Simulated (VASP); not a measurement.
# AlGaN2 (P-4m2) in VASP: further runs, part 2 of 2

VASP 6.6.1. Earlier steps stand in the parts before.

## Step 5: Single point, r2SCAN

This run uses another cell than the first one, of the same volume but with other edges.

File POSCAR:

```
AlGaN2
1.0
    3.3808751030      0.0000000000      0.0000000000
    0.0000000000      3.3808751030      0.0000000000
    0.0000000000      0.0000000000      3.8110715087
Al Ga N
1 1 2
Direct
    0.5000000000      0.5000000000      0.5000000000
    0.0000000000      0.0000000000      0.0000000000
    0.5000000000      0.0000000000      0.7390831718
    0.0000000000      0.5000000000      0.2609168282
```

File INCAR.step1:

```
PREC     = Accurate       # precision mode
ENCUT    = 520            # plane-wave cutoff, eV
ISMEAR   = 0              # smearing method
SIGMA    = 0.05           # smearing width, eV
LREAL    = F              # projectors in reciprocal space
LASPH    = T              # aspherical terms in the spheres
NELM     = 100            # most SCF steps
NBANDS   = 21             # bands
GGA      = PE             # functional
ALGO     = Normal         # electronic algorithm
EDIFF    = 1E-4           # SCF threshold, eV
LWAVE    = T              # write WAVECAR
LCHARG   = F              # write CHGCAR
```

File INCAR.step2:

```
PREC     = Accurate       # precision mode
ENCUT    = 520            # plane-wave cutoff, eV
EDIFF    = 1E-7           # SCF threshold, eV
ISMEAR   = 0              # smearing method
SIGMA    = 0.05           # smearing width, eV
LREAL    = F              # projectors in reciprocal space
LASPH    = T              # aspherical terms in the spheres
NELM     = 100            # most SCF steps
ALGO     = Normal         # electronic algorithm
ISIF     = 2              # what is computed and relaxed
LWAVE    = F              # write WAVECAR
LCHARG   = F              # write CHGCAR
METAGGA  = R2SCAN         # meta-GGA
LMIXTAU  = T            
NBANDS   = 21             # bands
ISTART   = 1
```

File KPOINTS:

```
Automatic mesh
0
Gamma
  8 8 6
```

The run is started by

```console
$ cat potpaw_PBE.64/Al/POTCAR potpaw_PBE.64/Ga_d/POTCAR potpaw_PBE.64/N/POTCAR > POTCAR
$ cp INCAR.step1 INCAR
$ mpirun -np 1 vasp_std > vasp.out
$ cp INCAR.step2 INCAR
$ mpirun -np 1 vasp_std > vasp.out
```

Wall time 4.9 min (1 thread of Intel Xeon 8259CL, shared host); peak memory 0.2 GiB.

The run converged. Its results:

```
Free energy            : -40.6315 eV
Pressure               : -3.9 GPa
Largest force          : 0.402 eV/Å
Band gap on the k mesh : 2.90 eV
```

Forces on the atoms (eV/Å):
```
Al   0.000  0.000  0.000
Ga   0.000  0.000  0.000
N    0.000  0.000 -0.402
N    0.000  0.000  0.402
```

Stress tensor (GPa, compression positive):
```
-10.27   0.00   0.00
  0.00 -10.27   0.00
  0.00   0.00   8.73
```

Levels at points of the mesh, in eV from the valence-band top:
```tsv
k point	band 10	band 11	band 12	band 13	band 14	band 15	band 16	band 17
(0.00, 0.00, 0.00)	-3.77	-0.50	-0.50	0.00	2.90	3.49	5.51	11.90
(0.50, 0.00, 0.00)	-2.34	-2.12	-2.09	-1.95	6.54	7.01	7.56	7.83
(0.50, 0.50, 0.00)	-1.91	-1.90	-1.90	-1.70	4.24	4.24	8.28	9.97
(0.00, 0.00, 0.50)	-2.54	-2.53	-1.94	-1.94	6.18	6.49	7.05	8.25
(0.50, 0.00, 0.50)	-2.01	-1.61	-0.76	-0.19	4.65	5.92	9.03	9.76
(0.50, 0.50, 0.50)	-4.35	-3.72	-3.67	-3.67	8.21	8.21	9.15	9.91
```

Caveat: the cell stands under tension; the PAW data sets were made with another functional, which shifts forces and pressure a little.

## Step 6: Single point, r2SCAN

This run uses another cell than the first one, of the same volume but with other edges.

File POSCAR:

```
AlGaN2
1.0
    2.8757072489      0.0000000000      0.0000000000
    0.0000000000      2.8757072489      0.0000000000
    0.0000000000      0.0000000000      5.2676390426
Al Ga N
1 1 2
Direct
    0.5000000000      0.5000000000      0.5000000000
    0.0000000000      0.0000000000      0.0000000000
    0.5000000000      0.0000000000      0.7390831718
    0.0000000000      0.5000000000      0.2609168282
```

File INCAR.step1:

```
PREC = Accurate
ENCUT = 520
ISMEAR = 0
SIGMA = 0.05
LREAL = F
LASPH = T
NELM = 80
NBANDS = 21
GGA = PE
ALGO = Normal
EDIFF = 1E-4
LWAVE = T
LCHARG = F
```

File INCAR.step2:

```
PREC = Accurate
ENCUT = 520
EDIFF = 1E-6
ISMEAR = 0
SIGMA = 0.05
LREAL = F
LASPH = T
NELM = 80
ALGO = Normal
ISIF = 2
LWAVE = F
LCHARG = T
METAGGA = R2SCAN
LMIXTAU = T
LELF = T
LVHAR = T
NBANDS = 21
ISTART = 1
```

KPOINTS is that of step 5.

Potentials or basis: VASP PAW PBE potentials, release 64 (Al, Ga_d, N).

The run is started by

```console
$ cat potpaw_PBE.64/Al/POTCAR potpaw_PBE.64/Ga_d/POTCAR potpaw_PBE.64/N/POTCAR > POTCAR
$ cp INCAR.step1 INCAR
$ mpirun -np 1 vasp_std > vasp.out
$ cp INCAR.step2 INCAR
$ mpirun -np 1 vasp_std > vasp.out
```

Run time: 3.3 min. Hardware: 1 thread of Intel Xeon 8259CL, shared host; peak memory 0.2 GiB.

It converged, with:

| Property | Result |
| --- | --- |
| Free energy | -39.7627 eV |
| Pressure | -3.0 GPa |
| Largest force | 0.154 eV/Å |
| Band gap on the k mesh | 1.97 eV (least direct gap 2.09 eV) |

Forces on the atoms (eV/Å):
```
Al   0.000  0.000  0.000
Ga   0.000  0.000  0.000
N    0.000  0.000  0.154
N    0.000  0.000 -0.154
```

Stress tensor (GPa, compression positive):
```
 18.89   0.00   0.00
  0.00  18.89   0.00
  0.00   0.00 -46.68
```

Levels at points of the mesh, in eV from the valence-band top:
```
           k point  band 11  band 12  band 13  band 14  band 15  band 16
(0.00, 0.00, 0.00)    -1.54    -0.12    -0.12     1.97     4.77     9.67
(0.50, 0.00, 0.00)    -4.64    -0.46    -0.05     6.09     6.21     7.49
(0.50, 0.50, 0.00)    -3.58    -3.45    -3.44     2.80     2.80     4.68
(0.00, 0.00, 0.50)    -1.14    -0.63    -0.63     4.79     5.39     6.64
(0.50, 0.00, 0.50)    -2.65    -0.46    -0.03     3.10     4.13     9.38
(0.50, 0.50, 0.50)    -3.93    -3.93    -3.89     4.93     4.93     7.31
```

Caveat: the PAW data sets were made with another functional, which shifts forces and pressure a little.

## Step 7: The runs side by side

| cell | gap on the mesh (eV) | pressure (GPa) | largest force (eV/Å) |
| --- | --- | --- | --- |
| a = 3.040, b = 3.040, c = 4.712 Å, 4 atoms | 3.17 | -0.2 | 0.05 |
| a = 3.182, b = 3.182, c = 4.304 Å, 4 atoms | 3.42 | 0.1 | 0.16 |
| a = 3.088, b = 3.088, c = 4.569 Å, 4 atoms | 3.29 | 0.3 | 0.01 |
| a = 3.381, b = 3.381, c = 3.811 Å, 4 atoms | 2.90 | -3.9 | 0.40 |
| a = 2.876, b = 2.876, c = 5.268 Å, 4 atoms | 1.97 | -3.0 | 0.15 |

Alike in all rows: task single point; level r2SCAN; potentials or basis VASP PAW PBE potentials, release 64 (Al, Ga_d, N); no spin polarisation; k mesh 8 × 8 × 6; cutoff (eV) 520; smearing gaussian 0.05 eV.

Caveats: the PAW data sets were made with another functional, which shifts forces and pressure a little; the cell stands under tension (at least some runs).

Total energies depend on the potentials used, so only differences within one code and one set of settings carry meaning.
